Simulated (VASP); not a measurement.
Wanted: the native input for a VASP 6.6.1 run.

| Property | Result |
| --- | --- |
| Task | single point |
| Functional | PBE |
| Potentials or basis | VASP PAW PBE potentials, release 64 (Pb_d, S) |
| Cutoff | 520 eV |
| k mesh | 6 × 6 × 4 |
| Occupations | gaussian, width 0.01 eV |
| Spin | no spin polarisation |
| Dipole correction | no |
| Further INCAR settings | ALGO = Normal; EDIFF = 1e-06; NBANDS = 28 |

The structure of PbS lies in POSCAR:

```
PbS
1.0
    5.0252141918      0.0000000000      0.0000000000
   -2.5126070959      4.3519631495      0.0000000000
    0.0000000000      0.0000000000      6.0390364078
Pb S
2 2
Direct
    0.3333333333      0.6666666667     -0.0640864668
    0.6666666667      0.3333333333      0.4359135332
    0.3333333333      0.6666666667      0.4390864668
    0.6666666667      0.3333333333      0.9390864668
```

One way to write it, as run:

INCAR

```
PREC     = Accurate       # precision mode
ENCUT    = 520            # plane-wave cutoff, eV
EDIFF    = 1E-6           # SCF threshold, eV
ISMEAR   = 0              # smearing method
SIGMA    = 0.01           # smearing width, eV
LREAL    = False          # projectors in reciprocal space
LASPH    = True           # aspherical terms in the spheres
NELM     = 80             # most SCF steps
ALGO     = Normal         # electronic algorithm
ISIF     = 2              # what is computed and relaxed
LWAVE    = False          # write WAVECAR
LCHARG   = False          # write CHGCAR
GGA      = PE             # functional
NBANDS   = 28             # bands
```

KPOINTS

```
Automatic mesh
0
Gamma
  6 6 4
```

Potentials or basis: VASP PAW PBE potentials, release 64 (Pb_d, S).

The run is started by

```bash
$ cat potpaw_PBE.64/Pb_d/POTCAR potpaw_PBE.64/S/POTCAR > POTCAR
$ mpirun -np 1 vasp_std > vasp.out
```

It gave:

```json
{"Pressure": "0.0 GPa", "Band gap on the k mesh": "1.45 eV, direct"}
```

Caveat: spin-orbit coupling is left out, which moves the levels of the heavy elements.

It took 34 s on 1 thread of Intel(R) Xeon(R) 6975P-C (Granite Rapids), on a shared host, peak memory 0.28 GiB.
